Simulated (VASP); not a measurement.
# SnO2: single point with LDA

Crystal: SnO2.

```
Sn O
1.0
     4.41188    0.00000    0.00000
     0.00000    4.68658    0.00000
     0.00000    0.00000    3.16589
Sn O
2 4
Direct
  0.50000 0.50000 0.50000
  0.00000 0.00000 0.00000
  0.27468 0.33486 0.00000
  0.77468 0.16514 0.50000
  0.22532 0.83486 0.50000
  0.72532 0.66514 0.00000
```

```
Program             : VASP 6.6.1
Task                : single point
Functional          : LDA
Potentials or basis : VASP PAW LDA potentials, release 64 (Sn_d, O)
Cutoff              : 520 eV
k mesh              : 6 × 6 × 10
Occupations         : gaussian, width 0.05 eV
Spin                : no spin polarisation
```

```json
{
 "Pressure": "18.8 GPa",
 "Largest force": "0.028 eV/Å",
 "Band gap on the k mesh": "2.37 eV, indirect (least direct gap 2.38 eV)"
}
```

Forces on the atoms (eV/Å):
```
Sn   0.000  0.000  0.000
Sn   0.000  0.000  0.000
O   -0.027 -0.007  0.000
O   -0.027  0.007  0.000
O    0.027 -0.007  0.000
O    0.027  0.007  0.000
```

Stress tensor (GPa, compression positive):
```
20.90  0.00  0.00
 0.00 18.92  0.00
 0.00  0.00 16.61
```

Levels at points of the mesh, in eV from the valence-band top:
```
           k point  band 23  band 24  band 25  band 26  band 27  band 28  band 29  band 30
(0.00, 0.00, 0.00)    -0.90    -0.51    -0.26    -0.01     2.37     6.46     6.56     6.94
(0.50, 0.00, 0.00)    -0.95    -0.95    -0.24    -0.24     5.23     5.23     6.87     6.87
(0.00, 0.50, 0.00)    -0.86    -0.86    -0.29    -0.29     5.55     5.55     7.90     7.90
(0.50, 0.50, 0.00)    -1.07    -1.07    -0.41    -0.41     5.85     5.85     7.84     7.84
(0.00, 0.00, 0.50)    -1.65    -1.65    -0.82    -0.82     7.19     7.19    10.46    10.46
(0.50, 0.00, 0.50)    -0.56    -0.56    -0.34    -0.34     7.61     7.61     9.17     9.17
(0.00, 0.50, 0.50)    -1.05    -1.05    -0.18    -0.18     7.40     7.40     8.73     8.73
(0.50, 0.50, 0.50)    -0.81    -0.81    -0.46    -0.46     5.90     5.90     9.25     9.25
```

It took 2.1 min on 1 thread of Intel Xeon 6975P-C (shared host), peak memory 0.27 GiB.

Caveat: spin-orbit coupling is left out, which moves the levels of the heavy elements. A hybrid or GW would open this gap; LDA tends to underestimate it.
